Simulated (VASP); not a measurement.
# Si (Ibca) in VASP: notebook, part 3 of 3

VASP 6.6.1.

## (5) Single point, PBEsol (18.83 Å³/atom)

This run uses another cell than the first one, of 18.83 Å³/atom.

Contents of INCAR:

```
PREC = Accurate
ENCUT = 520
EDIFF = 1E-7
ISMEAR = 0
SIGMA = 0.15
LREAL = False
LASPH = True
NELM = 60
ALGO = Normal
ISIF = 2
LWAVE = False
LCHARG = False
GGA = PS
NBANDS = 26
```

Contents of KPOINTS:

```
regular mesh
0
Gamma
  10 10 10
```

Contents of POSCAR:

```
Si
1.0
   -3.4892101217      3.4892101217      3.0928358519
    3.4892101217     -3.4892101217      3.0928358519
    3.4892101217      3.4892101217     -3.0928358519
Si
8
Direct
    0.2047947401      0.2047947401      0.2047947401
    0.5000000000      0.0000000000      0.2952052599
    0.2952052599      0.5000000000      0.0000000000
    0.0000000000      0.2952052599      0.5000000000
    0.7952052599      0.7952052599      0.7952052599
    0.5000000000      0.0000000000      0.7047947401
    0.7047947401      0.5000000000      0.0000000000
    0.0000000000      0.7047947401      0.5000000000
```

Potentials or basis: VASP PAW PBE potentials, release 64 (Si).

Launch:

```sh
cat potpaw_PBE.64/Si/POTCAR > POTCAR
mpirun -np 1 vasp_std > vasp.out
```

OUTCAR:

```text
PREC = Accurate
   ENCUT = 520
   EDIFF = 1E-7
   ISMEAR = 0
   LREAL = False
   LASPH = True
   NELM = 60
   ISIF = 2
   GGA = PS

 ion  position               nearest neighbor table
   1  0.205  0.205  0.205-   3 2.32   5 2.39   4 2.42   2 2.51
   2  0.500  0.000  0.295-   4 2.32   6 2.39   3 2.42   1 2.51
   3  0.295  0.500  0.000-   1 2.32   7 2.39   2 2.42   4 2.51
   4  0.000  0.295  0.500-   2 2.32   8 2.39   1 2.42   3 2.51
   5  0.795  0.795  0.795-   7 2.32   1 2.39   8 2.42   6 2.51
   6  0.500  0.000  0.705-   8 2.32   2 2.39   7 2.42   5 2.51
   7  0.705  0.500  0.000-   5 2.32   3 2.39   6 2.42   8 2.51
   8  0.000  0.705  0.500-   6 2.32   4 2.39   5 2.42   7 2.51

  LATTYP: Found a body centered tetragonal cell.
 ALAT       =     6.9784202434
 C/A-ratio  =     0.8864000000

  Lattice vectors:

 A1 = (  -3.4892101217,   3.4892101217,   3.0928358519)
 A2 = (   3.4892101217,  -3.4892101217,   3.0928358519)
 A3 = (   3.4892101217,   3.4892101217,  -3.0928358519)

Analysis of symmetry for initial positions (statically):
=====================================================================
 Subroutine PRICEL returns:
 Original cell was already a primitive cell.

 Routine SETGRP: Setting up the symmetry group for a
 body centered tetragonal supercell.

 Subroutine GETGRP returns: Found  8 space group operations
 (whereof  2 operations were pure point group operations)
 out of a pool of 16 trial point group operations.

The static configuration has the point symmetry S_2 .
 The point group associated with its full space group is D_2h.

Analysis of symmetry for dynamics (positions and initial velocities):
=====================================================================
 Subroutine PRICEL returns:
 Original cell was already a primitive cell.

[... 136 lines left out ...]
   EFERMI_NEDOS =   21; number of points for ismear=-14 and -15
   IALGO  =     38    algorithm
   IMIX   =      4    mixing-type and parameters
     AMIX     =   0.40;   BMIX     =  1.00
     AMIX_MAG =   1.60;   BMIX_MAG =  1.00
  volume/ion in A,a.u.               =      18.83       127.05
  Fermi-wavevector in a.u.,A,eV,Ry     =   0.976865  1.846007 12.983561  0.954265
  Thomas-Fermi vector in A             =   2.107517
   LORBIT       =      0    0 simple, 1 ext, 2 COOP (PROOUT), +10 PAW based schemes
   GGA     = PS    functional components
   LHFCALC =     F    Hartree Fock is set to
   AEXX    =    0.0000 exact exchange contribution
   IVDW    =     0    specifies the selected vdW correction
   LEPSILON=     F    determine dielectric tensor
   LRPA    =     F    only Hartree local field effects (RPA)
 non-spin polarized calculation
 Gauss-broadening in eV      SIGMA  =   0.15
  energy-cutoff  :      520.00
  volume of cell :      150.62
 maximum number of plane-waves:      4090
 NGX is ok and might be reduce to    48
   NGX = 21   NGY = 21   NGZ = 21

 number of electron      32.0000000 magnetization

 Free energy of the ion-electron system (eV)
  ---------------------------------------------------
  ext. energy  EPLUGINS =         0.00000000
  ---------------------------------------------------
  free energy    TOTEN  =       -44.36216038 eV

  energy without entropy =      -44.34548164  energy(sigma->0) =      -44.35382101

 E-fermi :   6.7083     XC(G=0):  -9.9667

 val. band max:        6.7027651033   @ k =   0.5000   0.0000   0.5000
 cond. band min:       6.7153964956   @ k =  -0.4000   0.5000   0.4000
 fundamental gap:      0.0126313924
 Fermi energy:         6.7083417543

 k-point     1 :       0.0000    0.0000    0.0000
  band No.  band energies     occupation
      1      -5.7613      2.00000
      2      -1.7344      2.00000
      3      -1.5701      2.00000
      4      -0.9140      2.00000
      5      -0.6253      2.00000
      6       0.2138      2.00000
[... 685 lines left out ...]
     25      11.4288      0.00000
     26      11.7413      0.00000

 [... further k-points ...]
[... 5 lines left out ...]
  --------------------------------------------------------------------------------------
  -------------------------------------------------------------------------------------
  Total       -8.2412182     -7.3931131      5.0546812      0.0000000      0.0000000      0.0000000
  in kB      -87.6659380    -78.6442221     53.7691591      0.0000000      0.0000000      0.0000000
  external PRESSURE =     -37.5136670 kB  Pullay stress =       0.0000000 kB

 VOLUME and BASIS-vectors are now :
 -----------------------------------------------------------------------------
  energy-cutoff  :      520.00
  volume of cell :      150.62
      direct lattice vectors                 reciprocal lattice vectors
    -3.489210122  3.489210122  3.092835852     0.000000000  0.143298908  0.161663930
     3.489210122 -3.489210122  3.092835852     0.143298908  0.000000000  0.161663930
     3.489210122  3.489210122 -3.092835852     0.143298908  0.143298908  0.000000000

 POSITION                                       TOTAL-FORCE (eV/Angst)
 -----------------------------------------------------------------------------------
      0.71457      0.71457      0.63340        -0.205713      0.462140     -0.475523
     -0.71457      2.77464      0.63340         0.205713     -0.462140     -0.475523
      0.71457     -0.71457      2.45944        -0.205713     -0.462140      0.475523
      2.77464      0.71457     -0.63340         0.205713      0.462140      0.475523
      2.77464      2.77464      2.45944         0.205713     -0.462140      0.475523
      0.71457      4.20378     -0.63340        -0.205713      0.462140      0.475523
     -0.71457      0.71457      3.72623         0.205713      0.462140     -0.475523
      4.20378     -0.71457      0.63340        -0.205713     -0.462140     -0.475523
 -----------------------------------------------------------------------------------
    total drift:                               -0.000000     -0.000000      0.000000

  FREE ENERGIE OF THE ION-ELECTRON SYSTEM (eV)
  ---------------------------------------------------
  free  energy   TOTEN  =       -44.3621603796 eV

  energy  without entropy=      -44.3454816391  energy(sigma->0) =      -44.35382101
```

stdout:

```text
POSCAR found type information on POSCAR Si
 POSCAR found :  1 types and       8 ions
 scaLAPACK will be used
 -----------------------------------------------------------------------------
|                                                                             |
|                                                                             |
|     You enforced a specific xc type in the INCAR file but a different       |
|     I HOPE YOU KNOW WHAT YOU ARE DOING!                                     |
|                                                                             |
 -----------------------------------------------------------------------------

 LDA part: xc-table for (Slater+PW92), standard interpolation
 POSCAR, INCAR and KPOINTS ok, starting setup
 FFT: planning ... GRIDC
 FFT: planning ... GRID_SOFT
 FFT: planning ... GRID
 WAVECAR not read
 entering main loop
```

It took 9.3 min on 1 thread of AMD EPYC 9R45 (Zen 5), shared host; peak memory 0.58 GiB.

What came out:

- Free energy: -44.3622 eV
- Pressure: -3.8 GPa
- Largest force: 0.694 eV/Å
- Band gap on the k mesh: zero (bands 16 and 17 overlap by 0.42 eV)

Forces on the atoms (eV/Å):
```
Si  -0.206  0.462 -0.476
Si   0.206 -0.462 -0.476
Si  -0.206 -0.462  0.476
Si   0.206  0.462  0.476
Si   0.206 -0.462  0.476
Si  -0.206  0.462  0.476
Si   0.206  0.462 -0.476
Si  -0.206 -0.462 -0.476
```

Levels at points of the mesh, in eV from the Fermi level:
```tsv
k point	band 14	band 15	band 16	band 17	band 18	band 19
(0.00, 0.00, 0.00)	-1.92	-1.83	0.19	0.81	0.91	3.26
(0.50, 0.00, 0.00)	-1.80	-1.62	-1.62	0.81	0.81	1.73
(0.50, 0.00, 0.50)	-1.68	-1.11	-1.11	-0.01	-0.01	1.87
(0.50, 0.50, 0.00)	-2.12	-1.01	-1.01	0.29	0.29	1.58
(0.50, 0.50, 0.50)	-0.64	-0.24	0.06	0.64	1.81	2.26
```

Caveat: the stress differs along the axes, from -9 to 5 GPa; semilocal functionals underestimate gaps, and a narrow one can read as zero; the PAW data sets were made with another functional, which shifts forces and pressure a little.

## (6) Summary

```tsv
cell	gap on the mesh (eV)	pressure (GPa)	largest force (eV/Å)
a = 5.838 Å, angles 110.8, 110.8, 106.8°, 8 atoms	none	-5.3	0.33
a = 5.847 Å, angles 107.0, 107.0, 114.6°, 8 atoms	none	-5.1	0.53
a = 5.825 Å, angles 112.9, 112.9, 102.8°, 8 atoms	none	-3.6	0.65
a = 5.824 Å, angles 106.4, 106.4, 115.8°, 8 atoms	none	-3.8	0.69
```

Alike in all rows: task single point; level PBEsol; potentials or basis VASP PAW PBE potentials, release 64 (Si); no spin polarisation; k mesh 10 × 10 × 10; cutoff (eV) 520; smearing gaussian 0.15 eV.

Caveats: semilocal functionals underestimate gaps, and a narrow one can read as zero; the PAW data sets were made with another functional, which shifts forces and pressure a little; the stress differs along the axes, from -10 to -3 GPa (at least some runs); the stress differs along the axes, from -9 to 3 GPa (at least some runs); the stress differs along the axes, from -14 to 2 GPa (at least some runs); the stress differs along the axes, from -9 to 5 GPa (at least some runs).

Absolute energies hang on the potentials; compare differences alone.
